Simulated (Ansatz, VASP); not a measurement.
## Two plane-wave programs on TiB

```
Ti B
1.0
     0.00000    2.24387    2.24387
     2.24387    0.00000    2.24387
     2.24387    2.24387    0.00000
Ti B
1 1
Cartesian
  0.0000 0.0000 0.0000
  2.2439 2.2439 2.2439
```

Alike in both runs: task relaxation of cell and atoms; functional PBEsol; k mesh 16 × 16 × 16; occupations gaussian, width 0.1 eV; no spin polarisation.

```csv
,VASP,Ansatz
version,VASP 6.6.1,Ansatz 0.2.0
potentials or method,"VASP PAW PBE potentials, release 64 (Ti_sv, B), cutoff 600 eV","scalar-relativistic, plane waves, PAW"
valence electrons in the cell,15,15
```

|  | VASP | Ansatz | Ansatz less VASP |
| --- | --- | --- | --- |
| gap on the k mesh at the Fermi level, each at its own relaxed structure (eV) | none | none | - |
| relaxed volume (Å³/atom) | 11.31 | 11.31 | -0.005 |
| relaxed length of the cell vector where the two differ most in proportion (Å) | 3.175 | 3.174 | -0.0005 |

VASP's potentials were made for PBE, not for PBEsol. A gap of «none» marks a metal or a gap that the smearing closes.
